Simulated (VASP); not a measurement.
# TiAl2 (Cmmm) in VASP: notebook, part 3 of 3

VASP 6.6.1. Earlier steps stand in the parts before.

## Step 4: Single point, LDA

This run uses another cell than the first one, of 16.33 Å³/atom, 1.080 times its volume.

INCAR

```
ALGO = Fast ; EDIFF = 1E-6
ENCUT = 520 ; ISIF = 2
ISMEAR = 0 ; LASPH = True
LCHARG = False ; LREAL = False
LWAVE = False ; NBANDS = 27
NELM = 100 ; PREC = Accurate
SIGMA = 0.15
```

KPOINTS

```
k-points
0
Gamma
  12 12 12
```

POSCAR

```
TiAl2
1.0
    1.9296471958     -5.9666764324      0.0000000000
    1.9296471958      5.9666764324      0.0000000000
    0.0000000000      0.0000000000      4.2547147024
Ti Al
2 4
Direct
    0.6560576955      0.3439423045      0.0000000000
    0.3439423045      0.6560576955      0.0000000000
    0.0000000000      0.0000000000      0.0000000000
    0.8269820961      0.1730179039      0.5000000000
    0.1730179039      0.8269820961      0.5000000000
    0.5000000000      0.5000000000      0.5000000000
```

Potentials or basis: VASP PAW LDA potentials, release 64 (Ti_sv, Al).

Command:

```bash
$ cat potpaw_LDA.64/Ti_sv/POTCAR potpaw_LDA.64/Al/POTCAR > POTCAR
$ mpirun -np 1 vasp_std > vasp.out
```

OUTCAR:

```text
EDIFF = 1E-6
   ENCUT = 520
   ISIF = 2
   ISMEAR = 0
   LASPH = True
   LREAL = False
   NELM = 100
   PREC = Accurate

 ion  position               nearest neighbor table
   1  0.656  0.344  0.000-   3 2.68   3 2.68   6 2.83   6 2.83   5 2.88   5 2.88   5 2.88   5 2.88
                             4 2.95   4 2.95
   2  0.344  0.656  0.000-   3 2.68   3 2.68   6 2.83   6 2.83   4 2.88   4 2.88   4 2.88   4 2.88
                             5 2.95   5 2.95
   3  0.000  0.000  0.000-   1 2.68   2 2.68   1 2.68   2 2.68   6 2.87   6 2.87   6 2.87   6 2.87
                             4 2.96   4 2.96   5 2.96   5 2.96
   4  0.827  0.173  0.500-   5 2.66   5 2.66   6 2.83   6 2.83   2 2.88   2 2.88   2 2.88   2 2.88
                             1 2.95   1 2.95   3 2.96   3 2.96
   5  0.173  0.827  0.500-   4 2.66   4 2.66   6 2.83   6 2.83   1 2.88   1 2.88   1 2.88   1 2.88
                             2 2.95   2 2.95   3 2.96   3 2.96
   6  0.500  0.500  0.500-   5 2.83   4 2.83   5 2.83   4 2.83   1 2.83   2 2.83   1 2.83   2 2.83
                             3 2.87   3 2.87   3 2.87   3 2.87

  LATTYP: Found a base centered orthorhombic cell.
 ALAT       =     3.8592943916
 B/A-ratio  =     3.0921074305
 C/A-ratio  =     1.1024592246

  Lattice vectors:

 A1 = (   1.9296471958,  -5.9666764324,   0.0000000000)
 A2 = (   1.9296471958,   5.9666764324,   0.0000000000)
[... 186 lines left out ...]

 val. band max:        8.0282692096   @ k =   0.3333   0.0833   0.5000
 cond. band min:       8.0324403982   @ k =  -0.0833   0.0833   0.3333
 fundamental gap:      0.0041711886
 Fermi energy:         8.0323228072

 k-point     1 :       0.0000    0.0000    0.0000
  band No.  band energies     occupation
      1     -48.0709      2.00000
      2     -48.0355      2.00000
      3     -24.8381      2.00000
      4     -24.8005      2.00000
      5     -24.7585      2.00000
      6     -24.7245      2.00000
[... 709 lines left out ...]
     26      10.8657      0.00000
     27      11.6954      0.00000

 [... further k-points ...]
[... 5 lines left out ...]
  --------------------------------------------------------------------------------------
  -------------------------------------------------------------------------------------
  Total       -2.5956509     -2.3378412     -8.4719079     -0.0000000      0.0000000      0.0000000
  in kB      -42.4469051    -38.2309204   -138.5418463     -0.0000000      0.0000000      0.0000000
  external PRESSURE =     -73.0732240 kB  Pullay stress =       0.0000000 kB

 VOLUME and BASIS-vectors are now :
 -----------------------------------------------------------------------------
  energy-cutoff  :      520.00
  volume of cell :       97.97
      direct lattice vectors                 reciprocal lattice vectors
     1.929647196 -5.966676432  0.000000000     0.259114724 -0.083798746  0.000000000
     1.929647196  5.966676432  0.000000000     0.259114724  0.083798746  0.000000000
     0.000000000  0.000000000  4.254714702     0.000000000  0.000000000  0.235033385

 POSITION                                       TOTAL-FORCE (eV/Angst)
 -----------------------------------------------------------------------------------
      1.92965     -1.86229      0.00000         0.000000     -0.228266     -0.000000
      1.92965      1.86229      0.00000         0.000000      0.228266     -0.000000
      0.00000      0.00000      0.00000         0.000000     -0.000000     -0.000000
      1.92965     -3.90199      2.12736         0.000000      0.009048     -0.000000
      1.92965      3.90199      2.12736         0.000000     -0.009048      0.000000
      1.92965      0.00000      2.12736        -0.000000      0.000000     -0.000000
 -----------------------------------------------------------------------------------
    total drift:                                0.000000      0.000000      0.000000

  FREE ENERGIE OF THE ION-ELECTRON SYSTEM (eV)
  ---------------------------------------------------
  free  energy   TOTEN  =       -36.2360615567 eV

  energy  without entropy=      -36.2066767296  energy(sigma->0) =      -36.22136914
```

OSZICAR:

```text
N       E                     dE             d eps       ncg     rms          rms(c)
DAV:   1     0.323178219829E+03    0.32318E+03   -0.16590E+04 16334   0.132E+03
DAV:   2    -0.249980424069E+01   -0.32568E+03   -0.31720E+03 16375   0.392E+02
DAV:   3    -0.365940329135E+02   -0.34094E+02   -0.33426E+02 28002   0.107E+02
[... 27 lines left out ...]
RMM:  31    -0.362360577866E+02   -0.15004E-05   -0.18058E-05 18292   0.122E-02    0.102E-03
RMM:  32    -0.362360587930E+02   -0.10064E-05   -0.12424E-05 18514   0.112E-02    0.390E-04
RMM:  33    -0.362360597439E+02   -0.95085E-06   -0.11732E-05 16551   0.101E-02    0.392E-04
RMM:  34    -0.362360608939E+02   -0.11500E-05   -0.13482E-05 16444   0.960E-03    0.359E-04
RMM:  35    -0.362360615567E+02   -0.66283E-06   -0.83693E-06 16161   0.904E-03
   1 F= -.36236062E+02 E0= -.36221369E+02  d E =-.293848E-01
```

stdout:

```text
POSCAR found type information on POSCAR TiAl
 POSCAR found :  2 types and       6 ions
 scaLAPACK will be used
 LDA part: xc-table for (Slater(with rela. corr.)+CA(PZ))
 , standard interpolation
 POSCAR, INCAR and KPOINTS ok, starting setup
 FFT: planning ... GRIDC
 FFT: planning ... GRID_SOFT
 FFT: planning ... GRID
 WAVECAR not read
 entering main loop
WARNING in EDDRMM: call to ZHEGV failed, returncode =   6  3     23
WARNING in EDDRMM: call to ZHEGV failed, returncode =   8  4      5
WARNING in EDDRMM: call to ZHEGV failed, returncode =   8  4     24
WARNING in EDDRMM: call to ZHEGV failed, returncode =   6  3     16
WARNING in EDDRMM: call to ZHEGV failed, returncode =   8  4      8
WARNING in EDDRMM: call to ZHEGV failed, returncode =   8  4     21
WARNING in EDDRMM: call to ZHEGV failed, returncode =   6  3     21
WARNING in EDDRMM: call to ZHEGV failed, returncode =   6  3     21
WARNING in EDDRMM: call to ZHEGV failed, returncode =   8  4      8
WARNING in EDDRMM: call to ZHEGV failed, returncode =   6  3     11
WARNING in EDDRMM: call to ZHEGV failed, returncode =   6  3      9
WARNING in EDDRMM: call to ZHEGV failed, returncode =   6  3     21
WARNING in EDDRMM: call to ZHEGV failed, returncode =   6  3     22
WARNING in EDDRMM: call to ZHEGV failed, returncode =   8  4     23
```

Run time: 20 min. Hardware: 1 thread of Intel Xeon 6975P-C (Granite Rapids), shared host; peak memory 0.7 GiB.

Results:

```
Free energy            : -36.2361 eV
Pressure               : -7.3 GPa
Largest force          : 0.228 eV/Å
Band gap on the k mesh : zero (band 18 reaches 8.49 eV, above the bottom of band 19 at 7.45 eV)
```

Forces in eV/Å, atoms in the order of the input:
```
Ti   0.000 -0.228  0.000
Ti   0.000  0.228  0.000
Al   0.000  0.000  0.000
Al   0.000  0.009  0.000
Al   0.000 -0.009  0.000
Al   0.000  0.000  0.000
```

Stress tensor (GPa, compression positive):
```
 -4.24   0.00   0.00
  0.00  -3.82   0.00
  0.00   0.00 -13.85
```

## Step 5: Single point, LDA

This run uses another cell than the first one, of 16.33 Å³/atom, 1.080 times its volume.

INCAR

```
SYSTEM = TiAl2
PREC = Accurate ; ENCUT = 520
EDIFF = 1E-6 ; ISMEAR = 0
SIGMA = 0.15 ; LREAL = .False.
LASPH = .True. ; NELM = 80
ALGO = Fast ; ISIF = 2
LWAVE = .False. ; LCHARG = .True.
GGA = CA ; LELF = .True.
LVHAR = .True. ; NBANDS = 27
```

KPOINTS

```
regular mesh
0
Gamma
  12 12 12
  0 0 0
```

Edit POSCAR of step 4 so:

```diff
@@ -2,5 +2,5 @@
 1.0
-    1.9296471958     -5.9666764324      0.0000000000
-    1.9296471958      5.9666764324      0.0000000000
-    0.0000000000      0.0000000000      4.2547147024
+    2.0355744178     -6.2942147827      0.0000000000
+    2.0355744178      6.2942147827      0.0000000000
+    0.0000000000      0.0000000000      3.8234225826
 Ti Al
```

Command:

```bash
$ cat potpaw_LDA.64/Ti_sv/POTCAR potpaw_LDA.64/Al/POTCAR > POTCAR
$ mpirun -np 1 vasp_std > vasp.out
```

Run time: 20 min. Hardware: 1 thread of Intel Xeon 6975P-C (Granite Rapids), shared host; peak memory 0.68 GiB.

It converged, with:

```
Free energy            : -36.2418 eV
Pressure               : -7.7 GPa
Largest force          : 0.205 eV/Å
Band gap on the k mesh : zero (band 18 reaches 8.72 eV, above the bottom of band 19 at 7.25 eV)
```

Forces in eV/Å, atoms in the order of the input:
```
Ti   0.000  0.205  0.000
Ti   0.000 -0.205  0.000
Al   0.000  0.000  0.000
Al   0.000  0.146  0.000
Al   0.000 -0.146  0.000
Al   0.000  0.000  0.000
```

Stress tensor (GPa, compression positive):
```
-10.28   0.00   0.00
  0.00 -10.87   0.00
  0.00   0.00  -2.01
```

Levels at points of the mesh, in eV from the Fermi level:
```csv
k point,band 14,band 15,band 16,band 17,band 18,band 19,band 20,band 21,band 22,band 23
"(0.00, 0.00, 0.00)",-1.74,-1.22,-0.76,-0.66,-0.10,0.41,0.62,0.67,0.71,0.94
"(0.50, 0.00, 0.00)",-2.17,-1.15,-0.99,-0.90,0.04,0.85,0.96,1.08,1.15,1.84
"(0.50, 0.50, 0.00)",-1.91,-1.30,-1.29,-0.78,-0.30,0.31,0.89,1.07,1.41,1.65
"(0.00, 0.00, 0.50)",-2.59,-1.73,-1.05,-0.33,0.06,0.35,0.88,1.10,1.18,1.37
"(0.50, 0.00, 0.50)",-3.35,-2.46,-1.76,-1.59,-1.18,-0.60,1.02,1.20,1.21,1.59
"(0.50, 0.50, 0.50)",-2.11,-2.11,-0.84,-0.25,0.46,0.97,1.42,1.44,1.51,1.70
```

## Step 6: Overview

```tsv
cell	gap on the mesh (eV)	pressure (GPa)	largest force (eV/Å)
a = 6.222, b = 6.222, c = 4.002 Å, angles 90.0, 90.0, 144.2°, 6 atoms	none	0.3	0.11
a = 6.334, b = 6.334, c = 3.862 Å, angles 90.0, 90.0, 144.2°, 6 atoms	none	0.2	0.06
a = 6.271, b = 6.271, c = 4.255 Å, angles 90.0, 90.0, 144.2°, 6 atoms	none	-7.3	0.23
a = 6.615, b = 6.615, c = 3.823 Å, angles 90.0, 90.0, 144.2°, 6 atoms	none	-7.7	0.21
```

Alike in all rows: task single point; level LDA; potentials or basis VASP PAW LDA potentials, release 64 (Ti_sv, Al); no spin polarisation; k mesh 12 × 12 × 12; cutoff (eV) 520; smearing gaussian 0.15 eV.

Total energies depend on the potentials used, so only differences within one code and one set of settings carry meaning.
